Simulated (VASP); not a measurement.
# V3H (Pm-3m) in VASP: notebook

Runs on V3H. Level: PBE. Tasks: single point, relaxation of cell and atoms.

All numbers are computed with VASP 6.6.1; they aren't measurements. Logs are shortened: lines on timing, memory, paths and dates and some standing lists are left out, and cuts for length are marked.

## Step 1: The cell of the first run

Symmetry: Pm-3m, No. 221, cubic system. Conventional cell: a = 3.524 Å, b = 3.524 Å, c = 3.524 Å, α = 90.00°, β = 90.00°, γ = 90.00°. V (site symmetry 4/mmm) has 8 V at 2.49 Å and 4 H at 2.49 Å within 3.3 Å. Within 3.3 Å of H (site symmetry m-3m) lie 12 V at 2.49 Å.

## Step 2: Single point, PBE, collinear spin, ferromagnetic start

Contents of INCAR:

```
SYSTEM = V3H
  PREC = Accurate
  ENCUT = 520
  EDIFF = 1E-6
  ISMEAR = 0
  SIGMA = 0.1
  LREAL = .FALSE.
  LASPH = .TRUE.
  NELM = 150
  ALGO = Normal
  ISIF = 2
  LWAVE = .FALSE.
  LCHARG = .TRUE.
  ISPIN = 2
  MAGMOM = 2 2 2 0
  LORBIT = 11
  LMAXMIX = 4
  GGA = PE
  LELF = .TRUE.
  LVHAR = .TRUE.
  NBANDS = 32
```

Contents of KPOINTS:

```
Automatic mesh
0
G
  6 6 6
  0 0 0
```

Contents of POSCAR:

```
V3H
1.0
    3.5237808146      0.0000000000      0.0000000000
    0.0000000000      3.5237808146      0.0000000000
    0.0000000000      0.0000000000      3.5237808146
V H
3 1
Direct
    0.0000000000      0.5000000000      0.5000000000
    0.5000000000      0.0000000000      0.5000000000
    0.5000000000      0.5000000000      0.0000000000
    0.0000000000      0.0000000000      0.0000000000
```

Potentials or basis: VASP PAW PBE potentials, release 64 (V_sv, H).

On the command line:

```bash
> cat potpaw_PBE.64/V_sv/POTCAR potpaw_PBE.64/H/POTCAR > POTCAR
> mpirun -np 1 vasp_std > vasp.out
```

OUTCAR:

```text
SYSTEM = V3H
   PREC = Accurate
   ENCUT = 520
   EDIFF = 1E-6
   ISMEAR = 0
   LREAL = .FALSE.
   LASPH = .TRUE.
   NELM = 150
   ISIF = 2
   ISPIN = 2
   LORBIT = 11
   GGA = PE

 ion  position               nearest neighbor table
   1  0.000  0.500  0.500-   2 2.49   3 2.49   3 2.49   2 2.49   2 2.49   3 2.49   3 2.49   2 2.49

   2  0.500  0.000  0.500-   1 2.49   3 2.49   3 2.49   1 2.49   3 2.49   3 2.49   1 2.49   1 2.49

   3  0.500  0.500  0.000-   1 2.49   2 2.49   1 2.49   2 2.49   2 2.49   2 2.49   1 2.49   1 2.49

   4  0.000  0.000  0.000-

  LATTYP: Found a simple cubic cell.
 ALAT       =     3.5237808146

  Lattice vectors:

 A1 = (   3.5237808146,   0.0000000000,   0.0000000000)
 A2 = (   0.0000000000,   3.5237808146,   0.0000000000)
 A3 = (   0.0000000000,   0.0000000000,   3.5237808146)

Analysis of symmetry for initial positions (statically):
=====================================================================
 Subroutine PRICEL returns:
 Original cell was already a primitive cell.

 Routine SETGRP: Setting up the symmetry group for a
 simple cubic supercell.

 Subroutine GETGRP returns: Found 48 space group operations
 (whereof 48 operations were pure point group operations)
 out of a pool of 48 trial point group operations.

The static configuration has the point symmetry O_h .

Analysis of symmetry for dynamics (positions and initial velocities):
=====================================================================
 Subroutine PRICEL returns:
 Original cell was already a primitive cell.

 Routine SETGRP: Setting up the symmetry group for a
 simple cubic supercell.

 Subroutine GETGRP returns: Found 48 space group operations
 (whereof 48 operations were pure point group operations)
 out of a pool of 48 trial point group operations.

The dynamic configuration has the point symmetry O_h .

Analysis of structural, dynamic, and magnetic symmetry:
=====================================================================
 Subroutine PRICEL returns:
 Original cell was already a primitive cell.

 Routine SETGRP: Setting up the symmetry group for a
 simple cubic supercell.

 Subroutine GETGRP returns: Found 48 space group operations
 (whereof 48 operations were pure point group operations)
 out of a pool of 48 trial point group operations.

The overall configuration has the point symmetry O_h .

 Subroutine INISYM returns: Found 48 space group operations
 (whereof 48 operations are pure point group operations),
 and found     1 'primitive' translations

----------------------------------------------------------------------------------------

[... 122 lines left out ...]
 spin polarized calculation
 Gauss-broadening in eV      SIGMA  =   0.10
  energy-cutoff  :      520.00
  volume of cell :       43.75
 maximum number of plane-waves:      1208
 NGX is ok and might be reduce to    28
   NGX = 13   NGY = 13   NGZ = 13

 number of electron      39.9999983 magnetization       0.0002329

 Free energy of the ion-electron system (eV)
  ---------------------------------------------------
  ext. energy  EPLUGINS =         0.00000000
  ---------------------------------------------------
  free energy    TOTEN  =       -27.50885943 eV

  energy without entropy =      -27.48265586  energy(sigma->0) =      -27.49575765

 E-fermi :   9.5929     XC(G=0): -12.6260

 val. band max:        9.5432010605   @ k =   0.5000   0.5000   0.5000
 cond. band min:       9.6031108137   @ k =   0.5000   0.1667   0.1667
 fundamental gap:      0.0599097533
 Fermi energy:         9.5929269126

 spin component 1

 k-point     1 :       0.0000    0.0000    0.0000
  band No.  band energies     occupation
      1     -54.3861      1.00000
      2     -53.9837      1.00000
      3     -53.9837      1.00000
      4     -28.6252      1.00000
      5     -28.6252      1.00000
      6     -28.6252      1.00000
[... 689 lines left out ...]
     31      13.6075      0.00000
     32      13.6075      0.00000
 Fermi energy:         9.5929269126

 spin component 2

 k-point     1 :       0.0000    0.0000    0.0000
  band No.  band energies     occupation
      1     -54.3861      1.00000
      2     -53.9837      1.00000
      3     -53.9837      1.00000
      4     -28.6252      1.00000
      5     -28.6252      1.00000
      6     -28.6252      1.00000
[... 689 lines left out ...]
     31      13.6076      0.00000
     32      13.6076      0.00000

------------------------ aborting loop because EDIFF is reached ----------------------------------------

  FORCE on cell =-STRESS in cart. coord.  units (eV):
  Direction    XX          YY          ZZ          XY          YZ          ZX
  --------------------------------------------------------------------------------------
  -------------------------------------------------------------------------------------
  Total        2.4549546      2.4549546      2.4549546     -0.0000000      0.0000000     -0.0000000
  in kB       89.8933130     89.8933130     89.8933130     -0.0000000      0.0000000     -0.0000000
  external PRESSURE =      89.8933130 kB  Pullay stress =       0.0000000 kB

 VOLUME and BASIS-vectors are now :
 -----------------------------------------------------------------------------
  energy-cutoff  :      520.00
  volume of cell :       43.75
      direct lattice vectors                 reciprocal lattice vectors
     3.523780815  0.000000000  0.000000000     0.283786096  0.000000000  0.000000000
     0.000000000  3.523780815  0.000000000     0.000000000  0.283786096  0.000000000
     0.000000000  0.000000000  3.523780815     0.000000000  0.000000000  0.283786096

 POSITION                                       TOTAL-FORCE (eV/Angst)
 -----------------------------------------------------------------------------------
      0.00000      1.76189      1.76189         0.000000      0.000000      0.000000
      1.76189      0.00000      1.76189         0.000000      0.000000      0.000000
      1.76189      1.76189      0.00000         0.000000      0.000000      0.000000
      0.00000      0.00000      0.00000         0.000000      0.000000      0.000000
 -----------------------------------------------------------------------------------
    total drift:                                0.000000      0.000000      0.000000

  FREE ENERGIE OF THE ION-ELECTRON SYSTEM (eV)
  ---------------------------------------------------
  free  energy   TOTEN  =       -27.5088594321 eV

  energy  without entropy=      -27.4826558635  energy(sigma->0) =      -27.49575765

 total charge

# of ion       s       p       d       tot
------------------------------------------
    1        2.356   6.192   3.284  11.833
    2        2.356   6.192   3.284  11.833
    3        2.356   6.192   3.284  11.833
    4        0.383   0.019   0.000   0.402
--------------------------------------------------
tot          7.451  18.596   9.852  35.899

 magnetization (x)

# of ion       s       p       d       tot
------------------------------------------
    1        0.000   0.000   0.000   0.000
    2        0.000   0.000   0.000   0.000
    3        0.000   0.000   0.000   0.000
    4       -0.000   0.000   0.000  -0.000
--------------------------------------------------
tot          0.000   0.000   0.000   0.000
```

OSZICAR:

```text
N       E                     dE             d eps       ncg     rms          rms(c)
DAV:   1     0.549593632505E+03    0.54959E+03   -0.23239E+04  2560   0.144E+03
DAV:   2    -0.102271908854E+02   -0.55982E+03   -0.54335E+03  2672   0.492E+02
DAV:   3    -0.284138001679E+02   -0.18187E+02   -0.17793E+02  2816   0.107E+02
DAV:   4    -0.286019558783E+02   -0.18816E+00   -0.18800E+00  2608   0.114E+01
DAV:   5    -0.286046693375E+02   -0.27135E-02   -0.27135E-02  2704   0.132E+00    0.338E+01
DAV:   6    -0.272879539026E+02    0.13167E+01   -0.10065E+01  2632   0.254E+01    0.795E+00
DAV:   7    -0.274641820559E+02   -0.17623E+00   -0.61308E-01  2608   0.598E+00    0.637E+00
DAV:   8    -0.275007993429E+02   -0.36617E-01   -0.29063E-02  2576   0.154E+00    0.250E+00
DAV:   9    -0.275071435400E+02   -0.63442E-02   -0.13818E-02  2608   0.834E-01    0.672E-01
DAV:  10    -0.275086443794E+02   -0.15008E-02   -0.34333E-03  2712   0.442E-01    0.176E-01
DAV:  11    -0.275088372165E+02   -0.19284E-03   -0.35823E-04  2720   0.159E-01    0.798E-02
DAV:  12    -0.275088628307E+02   -0.25614E-04   -0.22771E-05  2824   0.366E-02    0.235E-02
DAV:  13    -0.275088617733E+02    0.10573E-05   -0.31824E-06  2192   0.160E-02    0.109E-02
DAV:  14    -0.275088597295E+02    0.20439E-05   -0.10684E-06  1768   0.847E-03    0.248E-03
DAV:  15    -0.275088594321E+02    0.29740E-06   -0.96471E-08  1280   0.275E-03
   1 F= -.27508859E+02 E0= -.27495758E+02  d E =-.262036E-01  mag=     0.0001
```

stdout:

```text
POSCAR found type information on POSCAR V H
 POSCAR found :  2 types and       4 ions
 scaLAPACK will be used
 LDA part: xc-table for (Slater+PW92), standard interpolation
 POSCAR, INCAR and KPOINTS ok, starting setup
 FFT: planning ... GRIDC
 FFT: planning ... GRID_SOFT
 FFT: planning ... GRID
 WAVECAR not read
 entering main loop
```

Run time: 42 s. Hardware: 1 thread of Intel Xeon Platinum 8488C (Sapphire Rapids), shared host; peak memory 0.19 GiB.

What came out:

```yaml
Free_energy: -27.5089 eV
Pressure: 9.0 GPa
Band_gap_on_the_k_mesh: zero (filled and empty bands overlap)
Net_moment: 0.00 μB per cell
Valence_electrons_inside_the_program's_atomic_spheres: V 11.83; H 0.40
```

Levels at points of the mesh, in eV from the Fermi level:
Spin up:
| k point | band 18 | band 19 | band 20 | band 21 | band 22 | band 23 |
| --- | --- | --- | --- | --- | --- | --- |
| (0.00, 0.00, 0.00) | -2.38 | -2.38 | 1.79 | 1.79 | 1.79 | 3.10 |
| (0.50, 0.00, 0.00) | -1.16 | -0.60 | 0.04 | 0.04 | 1.02 | 1.09 |
| (0.50, 0.50, 0.00) | -1.20 | -0.93 | -0.93 | 0.22 | 0.22 | 1.33 |
| (0.50, 0.50, 0.50) | -0.05 | -0.05 | 1.60 | 1.60 | 1.60 | 1.77 |
Spin down:
```csv
k point,band 16,band 17,band 18,band 19,band 20,band 21,band 22,band 23,band 24,band 25
"(0.00, 0.00, 0.00)",-2.45,-2.45,-2.38,-2.38,1.79,1.79,1.79,3.10,3.10,4.01
"(0.50, 0.00, 0.00)",-1.96,-1.16,-1.16,-0.60,0.04,0.04,1.02,1.09,1.25,1.94
"(0.50, 0.50, 0.00)",-1.85,-1.21,-1.20,-0.93,-0.93,0.22,0.22,1.33,1.33,1.36
"(0.50, 0.50, 0.50)",-2.87,-0.05,-0.05,-0.05,1.60,1.60,1.60,1.77,1.87,1.87
```

## Step 3: Single point, PBE

This run uses another cell than the first one, of 11.57 Å³/atom, 1.058 times its volume.

Contents of INCAR:

```
SYSTEM = V3H
ALGO = Normal ; EDIFF = 1E-6
ENCUT = 520 ; GGA = PE
ISIF = 2 ; ISMEAR = 0
LASPH = .TRUE. ; LCHARG = .TRUE.
LELF = .TRUE. ; LREAL = .FALSE.
LVHAR = .TRUE. ; LWAVE = .FALSE.
NBANDS = 28 ; NELM = 60
PREC = Accurate ; SIGMA = 0.1
```

Contents of KPOINTS:

```
k-points
0
G
  14 14 14
  0 0 0
```

Contents of POSCAR:

```
V3H
1.0
    3.5901497506      0.0000000000      0.0000000000
    0.0000000000      3.5901497506      0.0000000000
    0.0000000000      0.0000000000      3.5901497506
V H
3 1
Direct
    0.0000000000      0.5000000000      0.5000000000
    0.5000000000      0.0000000000      0.5000000000
    0.5000000000      0.5000000000      0.0000000000
    0.0000000000      0.0000000000      0.0000000000
```

Potentials or basis: VASP PAW PBE potentials, release 64 (V_sv, H).

On the command line:

```bash
> cat potpaw_PBE.64/V_sv/POTCAR potpaw_PBE.64/H/POTCAR > POTCAR
> mpirun -np 1 vasp_std > vasp.out
```

Wall time 86 s (1 thread of Intel Xeon Platinum 8488C (Sapphire Rapids), shared host); peak memory 0.24 GiB.

It converged, with:

* Free energy: -27.5689 eV
* Pressure: 0.2 GPa
* Band gap on the k mesh: zero (band 20 reaches 10.61 eV, above the bottom of band 21 at 8.41 eV)

Levels at points of the mesh, in eV from the Fermi level:
```
           k point  band 17  band 18  band 19  band 20  band 21  band 22  band 23  band 24
(0.00, 0.00, 0.00)    -2.22    -2.18    -2.18     1.72     1.72     1.72     2.94     2.94
(0.50, 0.00, 0.00)    -1.04    -1.04    -0.52     0.06     0.06     1.02     1.03     1.23
(0.50, 0.50, 0.00)    -1.11    -1.04    -0.80    -0.80     0.24     0.24     1.31     1.31
(0.50, 0.50, 0.50)     0.01     0.01     0.01     1.54     1.56     1.56     1.56     1.77
```

## Step 4: Relaxation of cell and atoms, PBE

This run uses another cell than the first one, of 11.55 Å³/atom, 1.056 times its volume.

Contents of INCAR:

```
SYSTEM = V3H
PREC = Accurate
ENCUT = 600
EDIFF = 1E-6
ISMEAR = 0
SIGMA = 0.1
LREAL = .False.
LASPH = .True.
NELM = 100
ALGO = Normal
ISIF = 3
LWAVE = .False.
LCHARG = .False.
GGA = PE
IBRION = 2
NSW = 100
EDIFFG = -0.01
```

Contents of KPOINTS:

```
regular mesh
0
Gamma
  14 14 14
  0 0 0
```

Contents of POSCAR:

```
V3H
1.0
    3.5881769923      0.0000000000      0.0000000000
    0.0000000000      3.5881769923      0.0000000000
    0.0000000000      0.0000000000      3.5881769923
V H
3 1
Direct
    0.0000000000      0.5000000000      0.5000000000
    0.5000000000      0.0000000000      0.5000000000
    0.5000000000      0.5000000000      0.0000000000
    0.0000000000      0.0000000000      0.0000000000
```

On the command line:

```bash
> cat potpaw_PBE.64/V_sv/POTCAR potpaw_PBE.64/H/POTCAR > POTCAR
> mpirun -np 1 vasp_std > vasp.out
```

It took 3.7 min on 1 thread of Intel Xeon Platinum 8488C (Sapphire Rapids), shared host; peak memory 0.27 GiB.

The run converged. Its results:

* Free energy: -27.5689 eV
* Relaxed volume: 11.58 Å³/atom
* Relaxed cell: a = 3.592 Å, b = 3.592 Å, c = 3.592 Å, α = 90.00°, β = 90.00°, γ = 90.00°
* Space group after relaxing (to 0.05 Å): Pm-3m (No. 221)
* Energy gained by relaxing: 0.0 meV/atom
* Ionic steps: 3
* Pressure after relaxing: 0.0 GPa
* Band gap on the k mesh: zero (band 20 reaches 10.59 eV, above the bottom of band 21 at 8.40 eV)

The path:
```csv
step,energy change (eV),largest force (eV/Å),pressure (GPa),volume (Å³)
1,0.0000,0.0000,0.43,46.20
2,-0.0001,0.0000,-0.23,46.41
3,-0.0002,0.0000,-0.04,46.34
```

Final structure:
```
CELL_PARAMETERS angstrom
3.59183 0.00000 0.00000
0.00000 3.59183 0.00000
0.00000 0.00000 3.59183
ATOMIC_POSITIONS crystal
V 0.00000 0.50000 0.50000
V 0.50000 0.00000 0.50000
V 0.50000 0.50000 0.00000
H 0.00000 0.00000 0.00000
```

Levels at points of the mesh, in eV from the Fermi level:
| k point | band 17 | band 18 | band 19 | band 20 | band 21 | band 22 | band 23 | band 24 |
| --- | --- | --- | --- | --- | --- | --- | --- | --- |
| (0.00, 0.00, 0.00) | -2.22 | -2.18 | -2.18 | 1.72 | 1.72 | 1.72 | 2.94 | 2.94 |
| (0.50, 0.00, 0.00) | -1.04 | -1.04 | -0.52 | 0.06 | 0.06 | 1.02 | 1.03 | 1.23 |
| (0.50, 0.50, 0.00) | -1.11 | -1.04 | -0.80 | -0.80 | 0.24 | 0.24 | 1.31 | 1.31 |
| (0.50, 0.50, 0.50) | 0.01 | 0.01 | 0.01 | 1.53 | 1.56 | 1.56 | 1.56 | 1.77 |

## Step 5: Overview

```csv
task,spin,cell,k mesh,cutoff (eV),gap on the mesh (eV),pressure (GPa)
single point,"collinear, ferromagnetic start","a = 3.524 Å, 4 atoms",6 × 6 × 6,520,none,9.0
single point,off,"a = 3.590 Å, 4 atoms",14 × 14 × 14,520,none,0.2
relaxation of cell and atoms,off,"relaxed from a = 3.588 Å, 4 atoms",14 × 14 × 14,600,none,0.0
```

Alike in all rows: level PBE; potentials or basis VASP PAW PBE potentials, release 64 (V_sv, H); smearing gaussian 0.1 eV.

Total energies depend on the potentials used, so only differences within one code and one set of settings carry meaning.
